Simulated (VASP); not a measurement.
# Si (P6/mmm) in VASP: notebook

The runs below take Si through single point, with LDA.

Program: VASP 6.6.1. These are calculated values, not measurements. Logs are shortened: lines on timing, memory, paths and dates and some standing lists are left out, and cuts for length are marked.

## (1) The cell of the first run

It takes space group P6/mmm (No. 191, hexagonal). The conventional cell has a = 2.544 Å, b = 2.544 Å, c = 2.389 Å, α = 90.00°, β = 90.00°, γ = 120.00°. Within 3.2 Å of Si (site symmetry 6/mmm) lie 8 Si at 2.39 to 2.54 Å.

## (2) Single point, LDA

INCAR reads:

```
SYSTEM = Si
PREC = Accurate
ENCUT = 520
EDIFF = 1E-6
ISMEAR = 0
SIGMA = 0.15
LREAL = .FALSE.
LASPH = .TRUE.
NELM = 80
ALGO = Normal
ISIF = 2
LWAVE = .FALSE.
LCHARG = .FALSE.
GGA = CA
NBANDS = 8
```

KPOINTS reads:

```
regular mesh
0
G
  13 13 12
  0 0 0
```

POSCAR reads:

```
Si
1.0
    2.5437355871      0.0000000000      0.0000000000
   -1.2718677935      2.2029394422      0.0000000000
    0.0000000000      0.0000000000      2.3887156898
Si
1
Direct
    0.0000000000      0.0000000000      0.0000000000
```

Potentials or basis: VASP PAW LDA potentials, release 64 (Si).

Run with:

```sh
$ cat potpaw_LDA.64/Si/POTCAR > POTCAR
$ mpirun -np 1 vasp_std > vasp.out
```

OUTCAR:

```text
SYSTEM = Si
   PREC = Accurate
   ENCUT = 520
   EDIFF = 1E-6
   ISMEAR = 0
   LREAL = .FALSE.
   LASPH = .TRUE.
   NELM = 80
   ISIF = 2
   GGA = CA

 ion  position               nearest neighbor table
   1  0.000  0.000  0.000-

  LATTYP: Found a hexagonal cell.
 ALAT       =     2.5437355871
 C/A-ratio  =     0.9390581717

  Lattice vectors:

 A1 = (   2.5437355871,   0.0000000000,   0.0000000000)
 A2 = (  -1.2718677935,   2.2029394422,   0.0000000000)
 A3 = (   0.0000000000,   0.0000000000,   2.3887156898)

Analysis of symmetry for initial positions (statically):
=====================================================================
 Subroutine PRICEL returns:
 Original cell was already a primitive cell.

 Routine SETGRP: Setting up the symmetry group for a
 hexagonal supercell.

 Subroutine GETGRP returns: Found 24 space group operations
 (whereof 24 operations were pure point group operations)
 out of a pool of 24 trial point group operations.

The static configuration has the point symmetry D_6h.

Analysis of symmetry for dynamics (positions and initial velocities):
=====================================================================
 Subroutine PRICEL returns:
 Original cell was already a primitive cell.

 Routine SETGRP: Setting up the symmetry group for a
 hexagonal supercell.

 Subroutine GETGRP returns: Found 24 space group operations
 (whereof 24 operations were pure point group operations)
 out of a pool of 24 trial point group operations.

The dynamic configuration has the point symmetry D_6h.

 Subroutine INISYM returns: Found 24 space group operations
 (whereof 24 operations are pure point group operations),
 and found     1 'primitive' translations

----------------------------------------------------------------------------------------

                                     Primitive cell

  volume of cell :      13.3856

  direct lattice vectors                    reciprocal lattice vectors
     2.543735587  0.000000000  0.000000000     0.393122621  0.226969471  0.000000000
    -1.271867794  2.202939442  0.000000000     0.000000000  0.453938942  0.000000000
     0.000000000  0.000000000  2.388715690     0.000000000  0.000000000  0.418635003

  length of vectors
     2.543735587  2.543735417  2.388715690     0.453938912  0.453938942  0.418635003

  position of ions in fractional coordinates (direct lattice)
     0.000000000  0.000000000  0.000000000

  ion indices of the primitive-cell ions
   primitive index   ion index
                 1           1

----------------------------------------------------------------------------------------

 KPOINTS: regular mesh

Automatic generation of k-mesh.
 Grid dimensions read from file:
 generate k-points for:   13   13   12

 Generating k-lattice:

  Cartesian coordinates                     Fractional coordinates (reciprocal lattice)
     0.030240202  0.017459190  0.000000000     0.076923077 -0.000000000  0.000000000
     0.000000000  0.034918380  0.000000000     0.000000000  0.076923077  0.000000000
     0.000000000  0.000000000  0.034886250     0.000000000  0.000000000  0.083333333

  Length of vectors
     0.034918378  0.034918380  0.034886250

  Shift w.r.t. Gamma in fractional coordinates (k-lattice)
     0.000000000  0.000000000  0.000000000

 Subroutine IBZKPT returns following result:
 ===========================================

 Found    147 irreducible k-points:

 Following reciprocal coordinates:
            Coordinates               Weight
  0.000000  0.000000  0.000000      1.000000
  0.076923  0.000000  0.000000      6.000000
  0.153846  0.000000  0.000000      6.000000
  0.230769  0.000000  0.000000      6.000000
  0.307692  0.000000  0.000000      6.000000
  0.384615 -0.000000  0.000000      6.000000
[... 16 lines left out ...]
  0.076923  0.000000  0.083333     12.000000
  0.153846  0.000000  0.083333     12.000000
 [... further k-points ...]
   k-points           NKPTS =    147   k-points in BZ     NKDIM =    147   number of bands    NBANDS=      8
   number of dos      NEDOS =    301   number of ions     NIONS =      1
   total plane-waves  NPLWV =   7200
   dimension x,y,z NGX =    20 NGY =   20 NGZ =   18
   dimension x,y,z NGXF=    40 NGYF=   40 NGZF=   36
   ions per type =               1
   NGX,Y,Z   is equivalent  to a cutoff of  13.07, 13.07, 12.53 a.u.
   NGXF,Y,Z  is equivalent  to a cutoff of  26.14, 26.14, 25.05 a.u.
 SYSTEM =  Si
   PREC   = accura    normal or accurate (medium, high low for compatibility)
   ISTART =      0    job   : 0-new  1-cont  2-samecut
   ICHARG =      2    charge: 1-file 2-atom 10-const
   ISPIN  =      1    spin polarized calculation?
   LNONCOLLINEAR =      F non collinear calculations
   LSORBIT =      F    spin-orbit coupling
   LASPH  =      T    aspherical Exc in radial PAW
   ENCUT  =  520.0 eV  38.22 Ry    6.18 a.u.   4.73  4.73  4.44*2*pi/ulx,y,z
   NELM   =     80;   NELMIN=  2; NELMDL= -5     # of ELM steps
   EDIFF  = 0.1E-05   stopping-criterion for ELM
   LREAL  =      F    real-space projection
   EDIFFG = 0.1E-04   stopping-criterion for IOM
   NSW    =      0    number of steps for IOM
   IBRION =     -1    ionic relax: 0-MD 1-quasi-New 2-CG
   NFREE  =      0    steps in history (QN), initial steepest desc. (CG)
   ISIF   =      2    stress and relaxation
   ISYM   =      2    0-nonsym 1-usesym 2-fastsym
   POTIM  = 0.5000    time-step for ionic-motion
   TEBEG  =    0.0;   TEEND  =   0.0 temperature during run
   PSTRESS=    0.0 pullay stress
   NELECT =       4.0000    total number of electrons
   NUPDOWN=      -1.0000    fix difference up-down
   EMIN   =  10.00;   EMAX   =-10.00  energy-range for DOS
   EFERMI =   0.00;   METHOD = LEGACY
   ISMEAR =     0;   SIGMA  =   0.15  broadening in eV -4-tet -1-fermi 0-gaus
   EFERMI_NEDOS =   21; number of points for ismear=-14 and -15
   IALGO  =     38    algorithm
   IMIX   =      4    mixing-type and parameters
     AMIX     =   0.40;   BMIX     =  1.00
     AMIX_MAG =   1.60;   BMIX_MAG =  1.00
  volume/ion in A,a.u.               =      13.39        90.33
  Fermi-wavevector in a.u.,A,eV,Ry     =   1.094498  2.068302 16.298785  1.197927
  Thomas-Fermi vector in A             =   2.230804
   LORBIT       =      0    0 simple, 1 ext, 2 COOP (PROOUT), +10 PAW based schemes
   GGA     = CA    functional components
   LHFCALC =     F    Hartree Fock is set to
   AEXX    =    0.0000 exact exchange contribution
   IVDW    =     0    specifies the selected vdW correction
   LEPSILON=     F    determine dielectric tensor
   LRPA    =     F    only Hartree local field effects (RPA)
 non-spin polarized calculation
 Gauss-broadening in eV      SIGMA  =   0.15
  energy-cutoff  :      520.00
  volume of cell :       13.39
 maximum number of plane-waves:       381
 NGX is ok and might be reduce to    20
   NGX =  9   NGY =  9   NGZ =  9

 number of electron       4.0000000 magnetization

 Free energy of the ion-electron system (eV)
  ---------------------------------------------------
  ext. energy  EPLUGINS =         0.00000000
  ---------------------------------------------------
  free energy    TOTEN  =        -5.69645608 eV

  energy without entropy =       -5.69113591  energy(sigma->0) =       -5.69379599

 E-fermi :  10.9271     XC(G=0): -11.5207

 val. band max:       10.8775149976   @ k =   0.3846   0.2308   0.3333
 cond. band min:      10.9894444110   @ k =   0.3077   0.2308   0.3333
 fundamental gap:      0.1119294135
 Fermi energy:        10.9271232338

 k-point     1 :       0.0000    0.0000    0.0000
  band No.  band energies     occupation
      1      -4.0312      2.00000
      2      18.5092      0.00000
      3      19.5672      0.00000
      4      22.0973      0.00000
      5      22.0973      0.00000
      6      23.4864      0.00000
      7      23.4864      0.00000
      8      29.2119      0.00000

 k-point     2 :       0.0769    0.0000    0.0000
  band No.  band energies     occupation
      1      -3.8550      2.00000
      2      17.9191      0.00000
      3      19.7134      0.00000
      4      20.6661      0.00000
      5      20.8630      0.00000
      6      23.7997      0.00000
      7      25.0215      0.00000
      8      30.9576      0.00000

 k-point     3 :       0.1538    0.0000    0.0000
  band No.  band energies     occupation
      1      -3.3274      2.00000
      2      15.6627      0.00000
      3      19.4150      0.00000
      4      19.4698      0.00000
      5      20.1513      0.00000
      6      24.0150      0.00000
      7      27.3663      0.00000
      8      33.2699      0.00000

 k-point     4 :       0.2308    0.0000    0.0000
  band No.  band energies     occupation
      1      -2.4518      2.00000
      2      12.6550      0.00000
      3      18.2319      0.00000
      4      18.7878      0.00000
      5      20.8788      0.00000
      6      24.5485      0.00000
      7      30.0213      0.00000
      8      33.6198      0.00000

 k-point     5 :       0.3077    0.0000    0.0000
  band No.  band energies     occupation
      1      -1.2336      2.00000
      2       9.6773      2.00000
      3      17.3407      0.00000
      4      18.2050      0.00000
      5      21.8893      0.00000
      6      25.5414      0.00000
      7      31.2433      0.00000
      8      32.9031      0.00000
[... 177 lines left out ...]
 k-point    22 :       0.0000    0.0000    0.0833
  band No.  band energies     occupation
      1      -3.8575      2.00000
      2      15.7529      0.00000
      3      22.2301      0.00000
      4      22.2301      0.00000
      5      22.2502      0.00000
      6      23.6260      0.00000
      7      23.6260      0.00000
      8      29.3822      0.00000

 k-point    23 :       0.0769    0.0000    0.0833
  band No.  band energies     occupation
      1      -3.6814      2.00000
      2      15.7619      0.00000
      3      19.9383      0.00000
      4      21.0012      0.00000
      5      22.3531      0.00000
      6      24.3026      0.00000
      7      25.1542      0.00000
      8      31.1238      0.00000

 k-point    24 :       0.1538    0.0000    0.0833
  band No.  band energies     occupation
      1      -3.1543      2.00000
      2      15.2002      0.00000
      3      17.6255      0.00000
      4      19.5563      0.00000
      5      21.5762      0.00000
      6      25.2491      0.00000
      7      27.4909      0.00000
      8      33.0103      0.00000

 [... further k-points ...]
[... 5 lines left out ...]
  --------------------------------------------------------------------------------------
  -------------------------------------------------------------------------------------
  Total        0.8440910      0.8440908      1.3084569      0.0000000      0.0000000      0.0000000
  in kB      101.0324403    101.0324223    156.6141586      0.0000000      0.0000000      0.0000000
  external PRESSURE =     119.5596737 kB  Pullay stress =       0.0000000 kB

 VOLUME and BASIS-vectors are now :
 -----------------------------------------------------------------------------
  energy-cutoff  :      520.00
  volume of cell :       13.39
      direct lattice vectors                 reciprocal lattice vectors
     2.543735587  0.000000000  0.000000000     0.393122621  0.226969471  0.000000000
    -1.271867794  2.202939442  0.000000000     0.000000000  0.453938942  0.000000000
     0.000000000  0.000000000  2.388715690     0.000000000  0.000000000  0.418635003

 POSITION                                       TOTAL-FORCE (eV/Angst)
 -----------------------------------------------------------------------------------
      0.00000      0.00000      0.00000         0.000000      0.000000      0.000000
 -----------------------------------------------------------------------------------
    total drift:                                0.000000     -0.000000      0.000000

  FREE ENERGIE OF THE ION-ELECTRON SYSTEM (eV)
  ---------------------------------------------------
  free  energy   TOTEN  =        -5.6964560751 eV

  energy  without entropy=       -5.6911359115  energy(sigma->0) =       -5.69379599
```

It took 14 s on 1 thread of AMD EPYC 7R43 (Zen 3), shared host; peak memory 0.08 GiB.

Results:

```yaml
Free_energy: -5.6965 eV
Pressure: 12.0 GPa
Band_gap_on_the_k_mesh: zero (band 2 reaches 18.51 eV, above the bottom of band 3 at 6.65 eV)
```

Levels at points of the mesh, in eV from the Fermi level:
| k point | band 1 | band 2 | band 3 | band 4 | band 5 | band 6 | band 7 |
| --- | --- | --- | --- | --- | --- | --- | --- |
| (0.00, 0.00, 0.00) | -14.96 | 7.58 | 8.64 | 11.17 | 11.17 | 12.56 | 12.56 |
| (0.00, 0.00, 0.50) | -9.58 | -7.84 | 15.22 | 15.22 | 15.51 | 15.51 | 17.08 |

## (3) Single point, LDA

This run uses another cell than the first one, of 13.65 Å³/atom, 1.020 times its volume.

INCAR reads:

```
PREC = Accurate ; ENCUT = 520
EDIFF = 1E-6 ; ISMEAR = 0
SIGMA = 0.15 ; LREAL = F
LASPH = T ; NELM = 100
ALGO = Normal ; ISIF = 2
LWAVE = F ; LCHARG = F
NBANDS = 8
```

KPOINTS reads:

```
Automatic mesh
0
Gamma
  13 13 12
```

POSCAR reads:

```
Si
1.0
    2.5602538135      0.0000000000      0.0000000000
   -1.2801269067      2.2172446447      0.0000000000
    0.0000000000      0.0000000000      2.4042272653
Si
1
Direct
    0.0000000000      0.0000000000      0.0000000000
```

Potentials or basis: VASP PAW LDA potentials, release 64 (Si).

Run with:

```sh
$ cat potpaw_LDA.64/Si/POTCAR > POTCAR
$ mpirun -np 1 vasp_std > vasp.out
```

Run time: 15 s. Hardware: 1 thread of AMD EPYC 7R43 (Zen 3), shared host; peak memory 0.08 GiB.

Results (log left out):

```
Free energy            : -5.7135 eV
Pressure               : 8.9 GPa
Band gap on the k mesh : zero (band 2 reaches 18.23 eV, above the bottom of band 3 at 6.47 eV)
```

Stress tensor (GPa, compression positive):
```
 7.22  0.00  0.00
 0.00  7.22  0.00
 0.00  0.00 12.23
```

Levels at points of the mesh, in eV from the Fermi level:
| k point | band 1 | band 2 | band 3 | band 4 | band 5 | band 6 | band 7 |
| --- | --- | --- | --- | --- | --- | --- | --- |
| (0.00, 0.00, 0.00) | -14.77 | 7.57 | 8.50 | 10.95 | 10.95 | 12.48 | 12.48 |
| (0.00, 0.00, 0.50) | -9.50 | -7.70 | 14.88 | 14.88 | 15.38 | 15.38 | 16.93 |

## (4) Single point, LDA

This run uses another cell than the first one, of 13.91 Å³/atom, 1.039 times its volume.

INCAR reads:

```
ALGO = Normal
EDIFF = 1E-7
ENCUT = 520
ISIF = 2
ISMEAR = 0
LASPH = True
LCHARG = True
LELF = True
LREAL = False
LVHAR = True
LWAVE = False
NBANDS = 8
NELM = 80
PREC = Accurate
SIGMA = 0.15
```

KPOINTS reads:

```
k-points
0
Gamma
  13 13 12
```

POSCAR reads:

```
Si
1.0
    2.5765616023      0.0000000000      0.0000000000
   -1.2882808011      2.2313676028      0.0000000000
    0.0000000000      0.0000000000      2.4195412276
Si
1
Direct
    0.0000000000      0.0000000000      0.0000000000
```

Run with:

```sh
$ cat potpaw_LDA.64/Si/POTCAR > POTCAR
$ mpirun -np 1 vasp_std > vasp.out
```

Wall time 18 s (1 thread of AMD EPYC 7R43 (Zen 3), shared host); peak memory 0.08 GiB.

Results (log left out):

```
Free energy            : -5.7258 eV
Pressure               : 6.1 GPa
Band gap on the k mesh : zero (band 2 reaches 17.95 eV, above the bottom of band 3 at 6.30 eV)
```

Stress tensor (GPa, compression positive):
```
4.62 0.00 0.00
0.00 4.62 0.00
0.00 0.00 9.13
```

Levels at points of the mesh, in eV from the Fermi level:
```tsv
k point	band 1	band 2	band 3	band 4	band 5	band 6
(0.00, 0.00, 0.00)	-14.59	7.56	8.36	10.74	10.74	12.41
(0.00, 0.00, 0.50)	-9.42	-7.56	14.57	14.57	15.27	15.27
```

## (5) The runs side by side

| cell | gap on the mesh (eV) | pressure (GPa) |
| --- | --- | --- |
| a = 2.544, b = 2.544, c = 2.389 Å, angles 90.0, 90.0, 120.0°, 1 atom | none | 12.0 |
| a = 2.560, b = 2.560, c = 2.404 Å, angles 90.0, 90.0, 120.0°, 1 atom | none | 8.9 |
| a = 2.577, b = 2.577, c = 2.420 Å, angles 90.0, 90.0, 120.0°, 1 atom | none | 6.1 |

Alike in all rows: task single point; level LDA; potentials or basis VASP PAW LDA potentials, release 64 (Si); no spin polarisation; k mesh 13 × 13 × 12; cutoff (eV) 520; smearing gaussian 0.15 eV.

Total energies depend on the potentials used, so only differences within one code and one set of settings carry meaning.
